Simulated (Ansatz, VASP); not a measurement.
# Sn3Te in VASP and in Ansatz

```
Sn Te
1.0
     5.41151    0.00000    0.00000
     0.00000    5.41151    0.00000
     0.00000    0.00000    3.89514
Sn Te
3 1
Direct
  0.00000 0.50000 0.50000
  0.50000 0.00000 0.50000
  0.50000 0.50000 0.00000
  0.00000 0.00000 0.00000
```

Alike in both runs: functional PBE; k mesh 10 × 10 × 10; occupations gaussian, width 0.1 eV; no spin polarisation.

Ansatz relaxed the structure, and its values are those at the end. VASP's run is a single point on that final structure, the one shown.

|  | VASP | Ansatz |
| --- | --- | --- |
| version | VASP 6.6.1 | Ansatz 0.2.0 |
| potentials or method | VASP PAW PBE potentials, release 64 (Sn_d, Te), cutoff 520 eV | scalar-relativistic, plane waves, PAW |
| valence electrons in the cell | 48 | 58 |

VASP gave:

```
gap on the k mesh at the Fermi level (eV) : none
pressure (GPa)                            : -0.1
```

**Question.** Which values does Ansatz return?

**Answer.** gap on the k mesh at the Fermi level (eV): none; pressure (GPa): 0.0.

A gap of «none» marks a metal or a gap that the smearing closes. VASP's potentials hold 48 valence electrons a cell and Ansatz's 58, so a difference there can come from the potentials and not from the codes.

Neither program's run includes spin-orbit coupling.
